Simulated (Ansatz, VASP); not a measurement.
## One calculation of K2S, two programs

Contents of INCAR:

```
SYSTEM = K2S
PREC     = Accurate       ! precision mode
ENCUT    = 500            ! plane-wave cutoff, eV
EDIFF    = 1E-6           ! SCF threshold, eV
ISMEAR   = -1             ! smearing method
SIGMA    = 0.03           ! smearing width, eV
LREAL    = .FALSE.        ! projectors in reciprocal space
LASPH    = .TRUE.         ! aspherical terms in the spheres
NELM     = 120            ! most SCF steps
ALGO     = Normal         ! electronic algorithm
ISIF     = 2              ! what is computed and relaxed
LWAVE    = .FALSE.        ! write WAVECAR
LCHARG   = .TRUE.         ! write CHGCAR
GGA      = PE             ! functional
LELF     = .TRUE.         ! ELF
LVHAR    = .TRUE.       
NBANDS   = 19             ! bands
GGA_COMPAT= .FALSE.
```

KPOINTS

```
regular mesh
0
G
  10 10 10
  0 0 0
```

Contents of POSCAR:

```
K2S
1.0
    0.0000000000      3.7313253813      3.7313253813
    3.7313253813      0.0000000000      3.7313253813
    3.7313253813      3.7313253813      0.0000000000
S K
1 2
Direct
    0.0000000000      0.0000000000      0.0000000000
    0.2500000000      0.2500000000      0.2500000000
    0.7500000000      0.7500000000      0.7500000000
```

Input for Ansatz:

```yaml
crystal:
  lattice:
    - [0.0, 3.7313253813, 3.7313253813]
    - [3.7313253813, 0.0, 3.7313253813]
    - [3.7313253813, 3.7313253813, 0.0]
  atoms:
    - { symbol: S, position: [0.0, 0.0, 0.0] }
    - { symbol: K, position: [0.25, 0.25, 0.25] }
    - { symbol: K, position: [0.75, 0.75, 0.75] }
kpoints:
  mp_grid: { grid: [10, 10, 10] }
  band_path:
    path:
      - [0.0, 0.0, 0.0]
      - [0.5, 0.0, 0.5]
      - [0.625, 0.25, 0.625]
      - [0.375, 0.375, 0.75]
      - [0.0, 0.0, 0.0]
      - [0.5, 0.5, 0.5]
      - [0.5, 0.25, 0.75]
      - [0.5, 0.0, 0.5]
    npoints: 8
scf:
  occupations: { method: fermi_dirac, width: 0.03 }
hamiltonian:
  xc: pbe
  pseudopotentials: { kind: all_electron, lapw: { basis_error: 0.001 } }
output:
  forces: true
  stress: true
  eigenvalues: true
  populations: true
  dos: { projected: true, de: 0.2, e_range: [-14, 8] }
```

Alike in both runs: task single point; functional PBE; k mesh 10 × 10 × 10; occupations fermi-dirac, width 0.03 eV; no spin polarisation.

|  | VASP | Ansatz |
| --- | --- | --- |
| version | VASP 6.6.1 | Ansatz 0.2.0 |
| potentials or method | VASP PAW PBE potentials, release 64 (S, K_sv), cutoff 500 eV | all-electron LAPW, scalar-relativistic |

|  | VASP | Ansatz | Ansatz less VASP |
| --- | --- | --- | --- |
| gap on the k mesh at the Fermi level (eV) | 2.32 | 2.32 | 0.000 |
| pressure (GPa) | 0.0 | 0.0 | -0.03 |

Ansatz ran all-electron here, and VASP with PAW potentials.
